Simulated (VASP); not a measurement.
# Mg3Cd2Te3 (P-6m2) in VASP: relaxation of cell and atoms with PBE

Aim: the relaxation of cell and atoms of Mg3Cd2Te3 with PBE.

All numbers are computed with VASP 6.6.1; they aren't measurements. Logs are shortened: lines on timing, memory, paths and dates and some standing lists are left out, and cuts for length are marked.

### Step 1. The cell of the first run

The structure is hexagonal, space group P-6m2 (No. 187). Conventional cell: a = 6.322 Å, b = 6.322 Å, c = 5.054 Å, α = 90.00°, β = 90.00°, γ = 120.00°. Within 4.0 Å of Mg (site symmetry mm2) lie 4 Mg at 3.03 to 3.29 Å and 4 Te at 3.08 Å and 4 Cd at 3.16 Å. Cd (site symmetry -6m2) has 6 Mg at 3.16 Å and 6 Te at 3.16 Å within 4.2 Å. Within 4.2 Å of Cd (site symmetry -6m2) lie 6 Te at 3.16 Å and 6 Mg at 3.16 Å. Within 4.0 Å of Te (site symmetry mm2) lie 4 Te at 3.04 to 3.28 Å and 4 Mg at 3.08 Å and 4 Cd at 3.16 Å.

The cell was generated, and may not be a known phase.

### Step 2. Relaxation of cell and atoms, PBE

Contents of INCAR:

```
PREC = Accurate
ENCUT = 600
EDIFF = 1E-7
ISMEAR = 0
SIGMA = 0.2
LREAL = F
LASPH = T
NELM = 80
ALGO = Normal
ISIF = 3
LWAVE = F
LCHARG = F
GGA = PE
IBRION = 2
NSW = 36
EDIFFG = -0.08
```

Contents of KPOINTS:

```
Automatic mesh
0
Gamma
  3 3 3
```

Contents of POSCAR:

```
Mg3Cd2Te3
1.0
    6.3221268600      0.0000000000      0.0000000000
   -3.1610634300      5.4751224700      0.0000000000
    0.0000000000      0.0000000000      5.0535706000
Mg Cd Te
3 2 3
Direct
    0.6533320000      0.8266660000      0.0000000000
    0.1733340000      0.8266660000      0.0000000000
    0.1733340000      0.3466680000      0.0000000000
    0.0000000000      0.0000000000      0.5000000000
    0.6666666700      0.3333333300      0.0000000000
    0.0125490000      0.5062745000      0.5000000000
    0.4937255000      0.5062745000      0.5000000000
    0.4937255000      0.9874510000      0.5000000000
```

Potentials or basis: VASP PAW PBE potentials, release 64 (Mg, Cd, Te).

Command:

```
cat potpaw_PBE.64/Mg/POTCAR potpaw_PBE.64/Cd/POTCAR potpaw_PBE.64/Te/POTCAR > POTCAR
mpirun -np 1 vasp_std > vasp.out
```

OUTCAR:

```text
PREC = Accurate
   ENCUT = 600
   EDIFF = 1E-7
   ISMEAR = 0
   LREAL = F
   LASPH = T
   NELM = 80
   ISIF = 3
   GGA = PE
   IBRION = 2
   NSW = 36
   EDIFFG = -0.08

 ion  position               nearest neighbor table
   1  0.653  0.827  0.000-   2 3.03   3 3.03   8 3.08   8 3.08   7 3.08   7 3.08   4 3.16   4 3.16
                             5 3.16   5 3.16   2 3.29   3 3.29
   2  0.173  0.827  0.000-   1 3.03   3 3.03   8 3.08   8 3.08   6 3.08   6 3.08   4 3.16   4 3.16
                             5 3.16   5 3.16   1 3.29   3 3.29
   3  0.173  0.347  0.000-   1 3.03   2 3.03   6 3.08   7 3.08   6 3.08   7 3.08   4 3.16   4 3.16
                             5 3.16   5 3.16   2 3.29   1 3.29
   4  0.000  0.000  0.500-   2 3.16   2 3.16   1 3.16   1 3.16   3 3.16   3 3.16   8 3.16   8 3.16
                             6 3.16   7 3.16   7 3.16   6 3.16
   5  0.667  0.333  0.000-   6 3.16   6 3.16   8 3.16   8 3.16   7 3.16   7 3.16   3 3.16   1 3.16
                             2 3.16   2 3.16   3 3.16   1 3.16
   6  0.013  0.506  0.500-   7 3.04   8 3.04   3 3.08   3 3.08   2 3.08   2 3.08   5 3.16   5 3.16
                             4 3.16   4 3.16   7 3.28   8 3.28
   7  0.494  0.506  0.500-   6 3.04   8 3.04   3 3.08   3 3.08   1 3.08   1 3.08   5 3.16   5 3.16
                             4 3.16   4 3.16   6 3.28   8 3.28
   8  0.494  0.987  0.500-   6 3.04   7 3.04   1 3.08   2 3.08   1 3.08   2 3.08   5 3.16   5 3.16
                             4 3.16   4 3.16   7 3.28   6 3.28

  LATTYP: Found a hexagonal cell.
 ALAT       =     6.3221268600
 C/A-ratio  =     0.7993465984

  Lattice vectors:

 A1 = (   6.3221268600,   0.0000000000,   0.0000000000)
 A2 = (  -3.1610634300,   5.4751224700,   0.0000000000)
 A3 = (   0.0000000000,   0.0000000000,   5.0535706000)

Analysis of symmetry for initial positions (statically):
=====================================================================
 Subroutine PRICEL returns:
 Original cell was already a primitive cell.

 Routine SETGRP: Setting up the symmetry group for a
 hexagonal supercell.

 Subroutine GETGRP returns: Found 12 space group operations
 (whereof 12 operations were pure point group operations)
 out of a pool of 24 trial point group operations.

The static configuration has the point symmetry D_3h.

Analysis of symmetry for dynamics (positions and initial velocities):
=====================================================================
 Subroutine PRICEL returns:
 Original cell was already a primitive cell.

 Routine SETGRP: Setting up the symmetry group for a
 hexagonal supercell.

 Subroutine GETGRP returns: Found 12 space group operations
 (whereof 12 operations were pure point group operations)
 out of a pool of 24 trial point group operations.

The dynamic configuration has the point symmetry D_3h.

 Subroutine INISYM returns: Found 12 space group operations
 (whereof 12 operations are pure point group operations),
 and found     1 'primitive' translations

----------------------------------------------------------------------------------------

                                     Primitive cell

  volume of cell :     174.9264

  direct lattice vectors                    reciprocal lattice vectors
     6.322126860  0.000000000  0.000000000     0.158174618  0.091322158  0.000000000
    -3.161063430  5.475122470  0.000000000     0.000000000  0.182644316  0.000000000
     0.000000000  0.000000000  5.053570600     0.000000000  0.000000000  0.197879891

  length of vectors
     6.322126860  6.322126863  5.053570600     0.182644316  0.182644316  0.197879891

  position of ions in fractional coordinates (direct lattice)
     0.653332000  0.826666000  0.000000000
     0.173334000  0.826666000  0.000000000
     0.173334000  0.346668000  0.000000000
     0.000000000  0.000000000  0.500000000
     0.666666670  0.333333330  0.000000000
     0.012549000  0.506274500  0.500000000
     0.493725500  0.506274500  0.500000000
     0.493725500  0.987451000  0.500000000

  ion indices of the primitive-cell ions
   primitive index   ion index
                 1           1
                 2           2
                 3           3
                 4           4
                 5           5
                 6           6
                 7           7
                 8           8

----------------------------------------------------------------------------------------

 KPOINTS: Automatic mesh

Automatic generation of k-mesh.
 Grid dimensions read from file:
 generate k-points for:    3    3    3

 Generating k-lattice:

  Cartesian coordinates                     Fractional coordinates (reciprocal lattice)
     0.052724873  0.030440719  0.000000000     0.333333333  0.000000000  0.000000000
     0.000000000  0.060881439  0.000000000     0.000000000  0.333333333  0.000000000
     0.000000000  0.000000000  0.065959964     0.000000000  0.000000000  0.333333333

  Length of vectors
     0.060881439  0.060881439  0.065959964

  Shift w.r.t. Gamma in fractional coordinates (k-lattice)
     0.000000000  0.000000000  0.000000000

 Subroutine IBZKPT returns following result:
 ===========================================

 Found      6 irreducible k-points:

 Following reciprocal coordinates:
            Coordinates               Weight
  0.000000  0.000000  0.000000      1.000000
  0.333333  0.000000  0.000000      6.000000
  0.333333  0.333333  0.000000      2.000000
  0.000000  0.000000  0.333333      2.000000
  0.333333  0.000000  0.333333     12.000000
  0.333333  0.333333  0.333333      4.000000
   k-points           NKPTS =      6   k-points in BZ     NKDIM =      6   number of bands    NBANDS=     29
   number of dos      NEDOS =    301   number of ions     NIONS =      8
   total plane-waves  NPLWV = 116640
   dimension x,y,z NGX =    54 NGY =   54 NGZ =   40
   dimension x,y,z NGXF=   108 NGYF=  108 NGZF=   80
   ions per type =               3   2   3
   NGX,Y,Z   is equivalent  to a cutoff of  14.20, 14.20, 13.16 a.u.
   NGXF,Y,Z  is equivalent  to a cutoff of  28.40, 28.40, 26.32 a.u.
 SYSTEM =  unknown system
   PREC   = accura    normal or accurate (medium, high low for compatibility)
   ISTART =      0    job   : 0-new  1-cont  2-samecut
   ICHARG =      2    charge: 1-file 2-atom 10-const
   ISPIN  =      1    spin polarized calculation?
   LNONCOLLINEAR =      F non collinear calculations
   LSORBIT =      F    spin-orbit coupling
   LASPH  =      T    aspherical Exc in radial PAW
   ENCUT  =  600.0 eV  44.10 Ry    6.64 a.u.  12.63 12.63 10.09*2*pi/ulx,y,z
   NELM   =     80;   NELMIN=  2; NELMDL= -5     # of ELM steps
   EDIFF  = 0.1E-06   stopping-criterion for ELM
   LREAL  =      F    real-space projection
   EDIFFG = -.8E-01   stopping-criterion for IOM
   NSW    =     36    number of steps for IOM
   IBRION =      2    ionic relax: 0-MD 1-quasi-New 2-CG
   NFREE  =      1    steps in history (QN), initial steepest desc. (CG)
   ISIF   =      3    stress and relaxation
   ISYM   =      2    0-nonsym 1-usesym 2-fastsym
   POTIM  = 0.5000    time-step for ionic-motion
   TEBEG  =    0.0;   TEEND  =   0.0 temperature during run
   PSTRESS=    0.0 pullay stress
   NELECT =      48.0000    total number of electrons
   NUPDOWN=      -1.0000    fix difference up-down
   EMIN   =  10.00;   EMAX   =-10.00  energy-range for DOS
   EFERMI =   0.00;   METHOD = LEGACY
   ISMEAR =     0;   SIGMA  =   0.20  broadening in eV -4-tet -1-fermi 0-gaus
   EFERMI_NEDOS =   21; number of points for ismear=-14 and -15
   IALGO  =     38    algorithm
   IMIX   =      4    mixing-type and parameters
     AMIX     =   0.40;   BMIX     =  1.00
     AMIX_MAG =   1.60;   BMIX_MAG =  1.00
  volume/ion in A,a.u.               =      21.87       147.56
  Fermi-wavevector in a.u.,A,eV,Ry     =   1.063825  2.010337 15.398029  1.131723
  Thomas-Fermi vector in A             =   2.199323
   LORBIT       =      0    0 simple, 1 ext, 2 COOP (PROOUT), +10 PAW based schemes
   GGA     = PE    functional components
   LHFCALC =     F    Hartree Fock is set to
   AEXX    =    0.0000 exact exchange contribution
   IVDW    =     0    specifies the selected vdW correction
   LEPSILON=     F    determine dielectric tensor
   LRPA    =     F    only Hartree local field effects (RPA)
 conjugate gradient relaxation of ions
 non-spin polarized calculation
 Gauss-broadening in eV      SIGMA  =   0.20
  energy-cutoff  :      600.00
  volume of cell :      174.93
 maximum number of plane-waves:      5882
 NGX is ok and might be reduce to    50
   NGX = 25   NGY = 25   NGZ = 21

--------------------------------------- Ionic step        1  -------------------------------------------

 number of electron      48.0000005 magnetization

 Free energy of the ion-electron system (eV)
  ---------------------------------------------------
  ext. energy  EPLUGINS =         0.00000000
  ---------------------------------------------------
  free energy    TOTEN  =       -14.29670958 eV

  energy without entropy =      -14.22921075  energy(sigma->0) =      -14.26296017

 E-fermi :   6.3442     XC(G=0): -10.2119

 val. band max:        6.2414568685   @ k =   0.0000   0.0000   0.3333
 cond. band min:       6.5264353428   @ k =   0.0000   0.0000   0.0000
 fundamental gap:      0.2849784742
 Fermi energy:         6.3442496147

 k-point     1 :       0.0000    0.0000    0.0000
  band No.  band energies     occupation
      1      -7.5527      2.00000
      2      -4.6723      2.00000
      3      -4.6723      2.00000
      4      -2.7027      2.00000
      5      -2.5832      2.00000
      6      -2.5832      2.00000
[... 300 lines left out ...]
  FREE ENERGIE OF THE ION-ELECTRON SYSTEM (eV)
  ---------------------------------------------------
  free  energy   TOTEN  =       -15.8696540664 eV

  energy  without entropy=      -15.7906777116  energy(sigma->0) =      -15.83016589

[... ionic steps 4 to 16 ...]

--------------------------------------- Ionic step       17  -------------------------------------------

 number of electron      47.9999993 magnetization

------------------------ aborting loop because EDIFF is reached ----------------------------------------

  FORCE on cell =-STRESS in cart. coord.  units (eV):
  Direction    XX          YY          ZZ          XY          YZ          ZX
  --------------------------------------------------------------------------------------
  -------------------------------------------------------------------------------------
  Total       -0.3898580     -0.3898580      0.1186780      0.0000000      0.0000000      0.0000000
  in kB       -2.7634868     -2.7634868      0.8412421      0.0000000      0.0000000      0.0000000
  external PRESSURE =      -1.5619105 kB  Pullay stress =       0.0000000 kB
[... 69 lines left out ...]
  energy  without entropy=      -17.0383092492  energy(sigma->0) =      -17.05237378

--------------------------------------- Ionic step       19  -------------------------------------------

 number of electron      47.9999991 magnetization

 Free energy of the ion-electron system (eV)
  ---------------------------------------------------
  ext. energy  EPLUGINS =         0.00000000
  ---------------------------------------------------
  free energy    TOTEN  =       -17.07283299 eV

  energy without entropy =      -17.04050088  energy(sigma->0) =      -17.05666693

 E-fermi :   3.8128     XC(G=0):  -9.0177

 val. band max:        3.6011259842   @ k =   0.3333   0.0000   0.0000
 cond. band min:       3.8608070014   @ k =   0.0000   0.0000   0.3333
 fundamental gap:      0.2596810172
 Fermi energy:         3.8127617105

 k-point     1 :       0.0000    0.0000    0.0000
  band No.  band energies     occupation
      1      -7.9407      2.00000
      2      -7.1246      2.00000
      3      -7.1246      2.00000
      4      -4.9781      2.00000
      5      -4.9126      2.00000
      6      -4.9126      2.00000
[... 216 lines left out ...]
  FREE ENERGIE OF THE ION-ELECTRON SYSTEM (eV)
  ---------------------------------------------------
  free  energy   TOTEN  =       -17.0728329858 eV

  energy  without entropy=      -17.0405008797  energy(sigma->0) =      -17.05666693

 reached required accuracy - stopping structural energy minimisation
```

It took 6.1 min on 1 thread of Intel Xeon 6975P-C (Granite Rapids), shared host; peak memory 0.38 GiB.

What came out:

```
Free energy                           : -17.0728 eV
Relaxed volume                        : 28.20 Å³/atom
Relaxed cell                          : a = 8.053 Å, b = 8.053 Å, c = 4.017 Å, α = 90.00°, β = 90.00°, γ = 120.00°
Space group after relaxing (to 0.1 Å) : P-6m2 (No. 187)
Energy gained by relaxing             : 347.0 meV/atom
Ionic steps                           : 19
Pressure after relaxing               : 0.0 GPa
Largest force after relaxing          : 0.071 eV/Å
Band gap on the k mesh                : zero (bands 24 and 25 overlap by 0.01 eV)
```

Forces on the atoms (eV/Å):
```
Mg  -0.061 -0.035  0.000
Mg   0.061 -0.035  0.000
Mg   0.000  0.071  0.000
Cd   0.000  0.000  0.000
Cd   0.000  0.000  0.000
Te   0.021  0.012  0.000
Te  -0.021  0.012  0.000
Te   0.000 -0.024  0.000
```

Stress tensor (GPa, compression positive):
```
-0.07  0.00  0.00
 0.00 -0.07  0.00
 0.00  0.00  0.27
```

The path:
```
step  energy change (eV)  largest force (eV/Å)  pressure (GPa)  volume (Å³)
   1              0.0000                0.7617           10.81       174.93
   2             -1.5705                0.1324           -1.55       214.45
   3             -1.5729                0.1516           -2.23       219.15
   4             -1.9639                0.0671           -1.07       214.34
   5             -2.0587                0.0588           -0.15       211.73
   6             -2.2436                0.0963            2.11       205.99
   7             -2.0733                0.0480            7.98       192.28
   8             -2.2869                0.0645            3.94       201.83
   9             -2.5705                0.0440            2.65       209.17
  10             -2.6942                0.1636            0.86       220.77
  11             -2.7245                0.1162            1.28       217.34
  12             -2.7243                0.1226            1.23       217.70
  13             -2.7510                0.1149            0.52       220.93
  14             -2.7528                0.1150            0.29       222.08
  15             -2.7576                0.1186            0.14       223.15
  16             -2.7626                0.1308           -0.26       226.33
  17             -2.7664                0.1164           -0.16       226.03
  18             -2.7697                0.0900            0.04       225.46
  19             -2.7761                0.0708            0.04       225.58
```

Final structure:
```
Mg Cd Te
1.0
     8.05251    0.00000    0.00000
    -4.02625    6.97367    0.00000
     0.00000    0.00000    4.01698
Mg Cd Te
3 2 3
Direct
  0.65733 0.82866 0.00000
  0.17134 0.82866 0.00000
  0.17134 0.34267 0.00000
  0.00000 0.00000 0.50000
  0.66667 0.33333 0.00000
  0.00354 0.50177 0.50000
  0.49823 0.50177 0.50000
  0.49823 0.99646 0.50000
```

Caveat: the k points lie up to 0.52 Å⁻¹ apart in the final cell; the volume moved by over 15 % at a fixed basis, so the end points are rough; semilocal functionals underestimate gaps, and a narrow one can read as zero; spin-orbit coupling is left out, which moves the levels of the heavy elements; the relaxation stopped at a loose force limit of 0.08 eV/Å, so its end isn't a converged minimum.

The gap in the log of VASP goes by the Fermi energy; the results here count the filled bands.